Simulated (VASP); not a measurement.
The system is Zr11Al6Si6.

```
CELL_PARAMETERS angstrom
0.00000 5.75330 -5.09749
0.00000 -5.75330 -5.09749
-7.71570 0.00000 0.00000
ATOMIC_POSITIONS crystal
Zr 0.18641 0.51792 0.50193
Zr 0.52498 0.19158 0.49808
Zr 0.85257 0.85383 0.49798
Zr 0.18902 0.51698 0.99581
Zr 0.52358 0.19078 0.99986
Zr 0.47702 0.80964 0.24593
Zr 0.80937 0.48119 0.25009
Zr 0.14137 0.14347 0.24931
Zr 0.48126 0.81322 0.75014
Zr 0.81571 0.47850 0.75306
Zr 0.14543 0.14715 0.74621
Al 0.91201 0.24686 0.50096
Al 0.24541 0.91223 0.49917
Al 0.57983 0.57873 0.50048
Al 0.91228 0.24113 0.00019
Al 0.24334 0.90889 0.99993
Al 0.58179 0.58068 0.00051
Si 0.75888 0.08619 0.24973
Si 0.08480 0.74996 0.24949
Si 0.42033 0.42088 0.24926
Si 0.75723 0.08506 0.75147
Si 0.09018 0.75711 0.74868
Si 0.42141 0.41661 0.74909
```

* Program: VASP 6.6.1
* Task: relaxation of cell and atoms
* Functional: PBE
* Potentials or basis: VASP PAW PBE potentials, release 64 (Zr_sv, Al, Si)
* Cutoff: 600 eV
* k mesh: 2 × 2 × 2, shifted
* Occupations: gaussian, width 0.1 eV
* Spin: no spin polarisation

At the start: pressure -0.0 GPa; volume 19.68 Å³/atom.

Question: Where does the relaxation end?

Answer: Over 13 steps the energy falls by 7.5 meV/atom and the volume is 19.69 Å³/atom (+0.1 %); space group Amm2 (No. 38, to 0.05 Å).

The path:
| step | energy change (eV) | largest force (eV/Å) | pressure (GPa) | volume (Å³) |
| --- | --- | --- | --- | --- |
| 1 | 0.0000 | 0.6154 | 0.00 | 452.56 |
| 2 | -0.1042 | 0.2984 | 0.09 | 452.53 |
| 3 | -0.1089 | 0.2663 | 0.14 | 452.51 |
| 4 | -0.1420 | 0.2086 | -0.15 | 453.65 |
| 5 | -0.1445 | 0.2087 | -0.25 | 454.07 |
| 6 | -0.1577 | 0.1515 | 0.21 | 452.24 |
| 7 | -0.1596 | 0.1382 | 0.46 | 451.25 |
| 8 | -0.1674 | 0.1005 | -0.02 | 453.06 |
| 9 | -0.1676 | 0.0988 | -0.11 | 453.40 |
| 10 | -0.1708 | 0.0669 | -0.06 | 453.16 |
| 11 | -0.1722 | 0.0594 | 0.03 | 452.80 |
| 12 | -0.1723 | 0.0487 | 0.02 | 452.85 |
| 13 | -0.1731 | 0.0254 | -0.01 | 452.96 |

Final structure:
```
CELL_PARAMETERS angstrom
-0.00007 5.80305 -5.04576
-0.00030 -5.80333 -5.04624
-7.73423 -0.00016 -0.00028
ATOMIC_POSITIONS crystal
Zr 0.19312 0.52019 0.49916
Zr 0.52149 0.19209 0.49966
Zr 0.85855 0.85734 0.49939
Zr 0.19078 0.51836 0.99964
Zr 0.51939 0.18968 0.99932
Zr 0.47329 0.81298 0.24751
Zr 0.81436 0.47224 0.24739
Zr 0.14577 0.14483 0.25572
Zr 0.47326 0.81276 0.75158
Zr 0.81395 0.47223 0.75137
Zr 0.14576 0.14462 0.74316
Al 0.90902 0.24337 0.49937
Al 0.24451 0.90779 0.49951
Al 0.58534 0.58400 0.49943
Al 0.91365 0.23468 0.99929
Al 0.23565 0.91273 0.99956
Al 0.58820 0.58712 0.99945
Si 0.75354 0.08511 0.25024
Si 0.08615 0.75251 0.25036
Si 0.42477 0.42320 0.24848
Si 0.75333 0.08522 0.74846
Si 0.08623 0.75201 0.74886
Si 0.42408 0.42351 0.75042
```
